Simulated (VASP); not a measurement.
# Ti2O in VASP: a series of runs, part 2 of 3

VASP 6.6.1. Earlier steps stand in the parts before.

## 3. Single point, r2SCAN

POSCAR reads:

```
Ti2O
1.0
    2.9193980238      0.0000000000      0.0000000000
   -1.4596990119      2.5282728524      0.0000000000
    0.0000000000      0.0000000000      4.7130000000
Ti O
2 1
Direct
    0.6666666667      0.3333333333      0.2787400000
    0.3333333333      0.6666666667      0.7212600000
    0.0000000000      0.0000000000      0.0000000000
```

INCAR.step1 reads:

```
SYSTEM = Ti2O
PREC     = Accurate       ! precision mode
ENCUT    = 660            ! plane-wave cutoff, eV
ISMEAR   = 0              ! smearing method
SIGMA    = 0.1            ! smearing width, eV
LREAL    = .False.        ! projectors in reciprocal space
LASPH    = .True.         ! aspherical terms in the spheres
NELM     = 120            ! most SCF steps
NBANDS   = 22             ! bands
GGA      = PE             ! functional
ALGO     = Normal         ! electronic algorithm
EDIFF    = 1E-5           ! SCF threshold, eV
LWAVE    = .True.         ! write WAVECAR
LCHARG   = .False.        ! write CHGCAR
GGA_COMPAT= .False.
```

INCAR.step2 reads:

```
SYSTEM = Ti2O
PREC     = Accurate       ! precision mode
ENCUT    = 660            ! plane-wave cutoff, eV
EDIFF    = 1E-6           ! SCF threshold, eV
ISMEAR   = 0              ! smearing method
SIGMA    = 0.1            ! smearing width, eV
LREAL    = .False.        ! projectors in reciprocal space
LASPH    = .True.         ! aspherical terms in the spheres
NELM     = 120            ! most SCF steps
ALGO     = Normal         ! electronic algorithm
ISIF     = 2              ! what is computed and relaxed
LWAVE    = .False.        ! write WAVECAR
LCHARG   = .True.         ! write CHGCAR
METAGGA  = R2SCAN         ! meta-GGA
LMIXTAU  = .True.       
LELF     = .True.         ! ELF
LVHAR    = .True.       
NBANDS   = 22             ! bands
ISTART   = 1            
GGA_COMPAT= .False.
```

KPOINTS reads:

```
regular mesh
0
Gamma
  12 12 8
  0 0 0
```

Potentials or basis: VASP PAW PBE potentials, release 64 (Ti_sv, O).

Run with:

```bash
cat potpaw_PBE.64/Ti_sv/POTCAR potpaw_PBE.64/O/POTCAR > POTCAR
cp INCAR.step1 INCAR
mpirun -np 1 vasp_std > vasp.out
cp INCAR.step2 INCAR
mpirun -np 1 vasp_std > vasp.out
```

OUTCAR:

```text
SYSTEM = Ti2O
   PREC = Accurate
   ENCUT = 660
   EDIFF = 1E-6
   ISMEAR = 0
   LREAL = .False.
   LASPH = .True.
   NELM = 120
   ISIF = 2
   METAGGA = R2SCAN
   ISTART = 1

 ion  position               nearest neighbor table
   1  0.667  0.333  0.279-   3 2.14   3 2.14   3 2.14   2 2.68   2 2.68   2 2.68
   2  0.333  0.667  0.721-   3 2.14   3 2.14   3 2.14   1 2.68   1 2.68   1 2.68
   3  0.000  0.000  0.000-   1 2.14   2 2.14   1 2.14   2 2.14   1 2.14   2 2.14

  LATTYP: Found a hexagonal cell.
 ALAT       =     2.9193980238
 C/A-ratio  =     1.6143739091

  Lattice vectors:

 A1 = (   2.9193980238,   0.0000000000,   0.0000000000)
 A2 = (  -1.4596990119,   2.5282728524,   0.0000000000)
 A3 = (   0.0000000000,   0.0000000000,   4.7130000000)

Analysis of symmetry for initial positions (statically):
=====================================================================
 Subroutine PRICEL returns:
 Original cell was already a primitive cell.

 Routine SETGRP: Setting up the symmetry group for a
 hexagonal supercell.

 Subroutine GETGRP returns: Found 12 space group operations
 (whereof 12 operations were pure point group operations)
 out of a pool of 24 trial point group operations.

The static configuration has the point symmetry D_3d.

Analysis of symmetry for dynamics (positions and initial velocities):
=====================================================================
 Subroutine PRICEL returns:
 Original cell was already a primitive cell.

 Routine SETGRP: Setting up the symmetry group for a
 hexagonal supercell.

 Subroutine GETGRP returns: Found 12 space group operations
 (whereof 12 operations were pure point group operations)
 out of a pool of 24 trial point group operations.

The dynamic configuration has the point symmetry D_3d.

 Subroutine INISYM returns: Found 12 space group operations
 (whereof 12 operations are pure point group operations),
 and found     1 'primitive' translations

----------------------------------------------------------------------------------------

                                     Primitive cell

  volume of cell :      34.7868

  direct lattice vectors                    reciprocal lattice vectors
     2.919398024  0.000000000  0.000000000     0.342536369  0.197763465  0.000000000
    -1.459699012  2.528272852  0.000000000     0.000000000  0.395526930  0.000000000
     0.000000000  0.000000000  4.713000000     0.000000000  0.000000000  0.212179079

  length of vectors
     2.919398024  2.919398024  4.713000000     0.395526930  0.395526930  0.212179079

  position of ions in fractional coordinates (direct lattice)
     0.666666667  0.333333333  0.278740000
     0.333333333  0.666666667  0.721260000
     0.000000000  0.000000000  0.000000000

  ion indices of the primitive-cell ions
   primitive index   ion index
                 1           1
                 2           2
                 3           3

----------------------------------------------------------------------------------------

 KPOINTS: regular mesh

Automatic generation of k-mesh.
 Grid dimensions read from file:
 generate k-points for:   12   12    8

 Generating k-lattice:

  Cartesian coordinates                     Fractional coordinates (reciprocal lattice)
     0.028544697  0.016480289  0.000000000     0.083333333  0.000000000  0.000000000
     0.000000000  0.032960578  0.000000000     0.000000000  0.083333333  0.000000000
     0.000000000  0.000000000  0.026522385     0.000000000  0.000000000  0.125000000

  Length of vectors
     0.032960578  0.032960578  0.026522385

  Shift w.r.t. Gamma in fractional coordinates (k-lattice)
     0.000000000  0.000000000  0.000000000

 Subroutine IBZKPT returns following result:
 ===========================================

 Found    131 irreducible k-points:

 Following reciprocal coordinates:
            Coordinates               Weight
  0.000000  0.000000  0.000000      1.000000
  0.083333  0.000000  0.000000      6.000000
  0.166667  0.000000  0.000000      6.000000
  0.250000  0.000000  0.000000      6.000000
  0.333333  0.000000  0.000000      6.000000
  0.416667  0.000000  0.000000      6.000000
[... 16 lines left out ...]
  0.166667  0.000000  0.125000      6.000000
  0.000000  0.166667  0.125000      6.000000
 [... further k-points ...]
   k-points           NKPTS =    131   k-points in BZ     NKDIM =    131   number of bands    NBANDS=     22
   number of dos      NEDOS =    301   number of ions     NIONS =      3
   total plane-waves  NPLWV =  23040
   dimension x,y,z NGX =    24 NGY =   24 NGZ =   40
   dimension x,y,z NGXF=    48 NGYF=   48 NGZF=   80
   ions per type =               2   1
   NGX,Y,Z   is equivalent  to a cutoff of  13.67, 13.67, 14.11 a.u.
   NGXF,Y,Z  is equivalent  to a cutoff of  27.33, 27.33, 28.22 a.u.
 SYSTEM =  Ti2O
   PREC   = accura    normal or accurate (medium, high low for compatibility)
   ISTART =      1    job   : 0-new  1-cont  2-samecut
   ICHARG =      0    charge: 1-file 2-atom 10-const
   ISPIN  =      1    spin polarized calculation?
   LNONCOLLINEAR =      F non collinear calculations
   LSORBIT =      F    spin-orbit coupling
   LASPH  =      T    aspherical Exc in radial PAW
   ENCUT  =  660.0 eV  48.51 Ry    6.96 a.u.   6.12  6.12  9.87*2*pi/ulx,y,z
   NELM   =    120;   NELMIN=  2; NELMDL=  0     # of ELM steps
   EDIFF  = 0.1E-05   stopping-criterion for ELM
   LREAL  =      F    real-space projection
   EDIFFG = 0.1E-04   stopping-criterion for IOM
   NSW    =      0    number of steps for IOM
   IBRION =     -1    ionic relax: 0-MD 1-quasi-New 2-CG
   NFREE  =      0    steps in history (QN), initial steepest desc. (CG)
   ISIF   =      2    stress and relaxation
   ISYM   =      2    0-nonsym 1-usesym 2-fastsym
   POTIM  = 0.5000    time-step for ionic-motion
   TEBEG  =    0.0;   TEEND  =   0.0 temperature during run
   PSTRESS=    0.0 pullay stress
   NELECT =      30.0000    total number of electrons
   NUPDOWN=      -1.0000    fix difference up-down
   EMIN   =  10.00;   EMAX   =-10.00  energy-range for DOS
   EFERMI =   0.00;   METHOD = LEGACY
   ISMEAR =     0;   SIGMA  =   0.10  broadening in eV -4-tet -1-fermi 0-gaus
   EFERMI_NEDOS =   21; number of points for ismear=-14 and -15
   IALGO  =     38    algorithm
   IMIX   =      4    mixing-type and parameters
     AMIX     =   0.40;   BMIX     =  1.00
     AMIX_MAG =   1.60;   BMIX_MAG =  1.00
  volume/ion in A,a.u.               =      11.60        78.25
  Fermi-wavevector in a.u.,A,eV,Ry     =   1.558274  2.944710 33.037889  2.428216
  Thomas-Fermi vector in A             =   2.661802
   LORBIT       =      0    0 simple, 1 ext, 2 COOP (PROOUT), +10 PAW based schemes
   METAGGA = R2SCAN    functional components
   LHFCALC =     F    Hartree Fock is set to
   AEXX    =    0.0000 exact exchange contribution
   IVDW    =     0    specifies the selected vdW correction
   LEPSILON=     F    determine dielectric tensor
   LRPA    =     F    only Hartree local field effects (RPA)
 non-spin polarized calculation
 Gauss-broadening in eV      SIGMA  =   0.10
  energy-cutoff  :      660.00
  volume of cell :       34.79
 maximum number of plane-waves:      1362
   NGX = 13   NGY = 13   NGZ = 19

 number of electron      29.9999995 magnetization

 Free energy of the ion-electron system (eV)
  ---------------------------------------------------
  ext. energy  EPLUGINS =         0.00000000
  ---------------------------------------------------
  free energy    TOTEN  =       -37.77201997 eV

  energy without entropy =      -37.76869774  energy(sigma->0) =      -37.77035885

 E-fermi :  10.6434     XC(G=0): -13.3874

 val. band max:       10.6377683873   @ k =   0.0833   0.0833   0.0000
 cond. band min:      10.6769730167   @ k =   0.0833   0.0833   0.1250
 fundamental gap:      0.0392046294
 Fermi energy:        10.6434084093

 k-point     1 :       0.0000    0.0000    0.0000
  band No.  band energies     occupation
      1     -49.0145      2.00000
      2     -48.8256      2.00000
      3     -24.7300      2.00000
      4     -23.9213      2.00000
      5     -23.9213      2.00000
      6     -23.8087      2.00000
[... 14 lines left out ...]
     21      12.0944      0.00000
     22      14.9037      0.00000
[... 552 lines left out ...]
  band No.  band energies     occupation
      1     -48.9786      2.00000
      2     -48.8194      2.00000
      3     -24.6201      2.00000
      4     -24.0834      2.00000
      5     -23.9784      2.00000
      6     -23.9699      2.00000
[... 14 lines left out ...]
     21      12.7038      0.00000
     22      14.1194      0.00000

 [... further k-points ...]
[... 5 lines left out ...]
  --------------------------------------------------------------------------------------
  -------------------------------------------------------------------------------------
  Total        1.6105142      1.6105142      3.2780407      0.0000000     -0.0000000      0.0000000
  in kB       74.1754965     74.1754965    150.9768073      0.0000000     -0.0000000      0.0000000
  external PRESSURE =      99.7759334 kB  Pullay stress =       0.0000000 kB

 VOLUME and BASIS-vectors are now :
 -----------------------------------------------------------------------------
  energy-cutoff  :      660.00
  volume of cell :       34.79
      direct lattice vectors                 reciprocal lattice vectors
     2.919398024  0.000000000  0.000000000     0.342536369  0.197763465  0.000000000
    -1.459699012  2.528272852  0.000000000     0.000000000  0.395526930  0.000000000
     0.000000000  0.000000000  4.713000000     0.000000000  0.000000000  0.212179079

 POSITION                                       TOTAL-FORCE (eV/Angst)
 -----------------------------------------------------------------------------------
      1.45970      0.84276      1.31370        -0.000000      0.000000     -1.001699
     -0.00000      1.68552      3.39930         0.000000     -0.000000      1.001699
      0.00000      0.00000      0.00000        -0.000000      0.000000     -0.000000
 -----------------------------------------------------------------------------------
    total drift:                               -0.000000      0.000000      0.000000

  FREE ENERGIE OF THE ION-ELECTRON SYSTEM (eV)
  ---------------------------------------------------
  free  energy   TOTEN  =       -37.7720199709 eV

  energy  without entropy=      -37.7686977375  energy(sigma->0) =      -37.77035885
```

Wall time 6 min (1 thread of Intel Xeon Platinum 8488C (Sapphire Rapids), shared host); peak memory 0.26 GiB.

Results:

```yaml
Free_energy: -37.7720 eV
Pressure: 10.0 GPa
Largest_force: 1.002 eV/Å
Band_gap_on_the_k_mesh: zero (bands 15 and 16 overlap by 0.99 eV)
```

Forces in eV/Å, atoms in the order of the input:
```
Ti   0.000  0.000 -1.002
Ti   0.000  0.000  1.002
O    0.000  0.000  0.000
```

Caveat: the cell stands under pressure; the PAW data sets were made with another functional, which shifts forces and pressure a little.

(Part 2 of 3 ends here.)
